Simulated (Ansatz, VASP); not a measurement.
**Be3Cd2Te in VASP and in Ansatz**

The input INCAR:

```
SYSTEM = Be3Cd2Te
  PREC = Accurate
  ENCUT = 520
  EDIFF = 1E-7
  ISMEAR = 0
  SIGMA = 0.1
  LREAL = .FALSE.
  LASPH = .TRUE.
  NELM = 80
  ALGO = Normal
  ISIF = 2
  LWAVE = .FALSE.
  LCHARG = .FALSE.
  GGA = PE
  NBANDS = 27
```

Contents of KPOINTS:

```
Automatic mesh
0
G
  6 6 6
  0 0 0
```

POSCAR

```
Be3Cd2Te
1.0
    2.6396583700      1.5240074700      4.2157044500
   -2.6396583700      1.5240074700      4.2157044500
    0.0000000000     -3.0480149400      4.2157044500
Be Cd Te
3 2 1
Direct
    0.0000000000      0.5000000000      0.0000000000
    0.5000000000      0.0000000000      0.0000000000
    0.0000000000      0.0000000000      0.5000000000
    0.6234436000      0.6234436000      0.6234436000
    0.3765564000      0.3765564000      0.3765564000
    0.0000000000      0.0000000000      0.0000000000
```

Input for Ansatz:

```yaml
crystal:
  lattice:
    - [2.63965837, 1.52400747, 4.21570445]
    - [-2.63965837, 1.52400747, 4.21570445]
    - [0.0, -3.04801494, 4.21570445]
  atoms:
    - { symbol: Be, position: [0.0, 0.5, 0.0] }
    - { symbol: Be, position: [0.5, 0.0, 0.0] }
    - { symbol: Be, position: [0.0, 0.0, 0.5] }
    - { symbol: Cd, position: [0.6234436, 0.6234436, 0.6234436] }
    - { symbol: Cd, position: [0.3765564, 0.3765564, 0.3765564] }
    - { symbol: Te, position: [0.0, 0.0, 0.0] }
basis:
  ecutwfc: 420
kpoints:
  mp_grid: { grid: [6, 6, 6] }
hamiltonian:
  xc: pbe
scf:
  occupations: { method: gaussian, width: 0.1 }
  lower_state_search: "off"
output:
  forces: true
  stress: true
  eigenvalues: true
```

Change from the starting cell: species swapped into the Hf2Al3Ag type (R-3m, No. 166).

Alike in both runs: task single point; functional PBE; k mesh 6 × 6 × 6; occupations gaussian, width 0.1 eV; no spin polarisation.

```csv
,VASP,Ansatz
version,VASP 6.6.1,Ansatz 0.2.0
potentials or method,"VASP PAW PBE potentials, release 64 (Be, Cd, Te), cutoff 520 eV","scalar-relativistic, plane waves, PAW"
valence electrons in the cell,36,62
```

Ansatz gave:

* gap on the k mesh at the Fermi level (eV): none
* pressure (GPa): 2.0
* traceless stress, the component that is largest in VASP (GPa): -1.12
* rms of the force components (eV/Å): 0.129

Which values does VASP return?

gap on the k mesh at the Fermi level (eV): none; pressure (GPa): 2.2; traceless stress, the component that is largest in VASP (GPa): -1.14; rms of the force components (eV/Å): 0.130.

Atom by atom the forces differ by 0.001 eV/Å (rms over components). A gap of «none» marks a metal or a gap that the smearing closes. VASP's potentials hold 36 valence electrons a cell and Ansatz's 62, so a difference there can come from the potentials and not from the codes.

Neither program's run includes spin-orbit coupling.
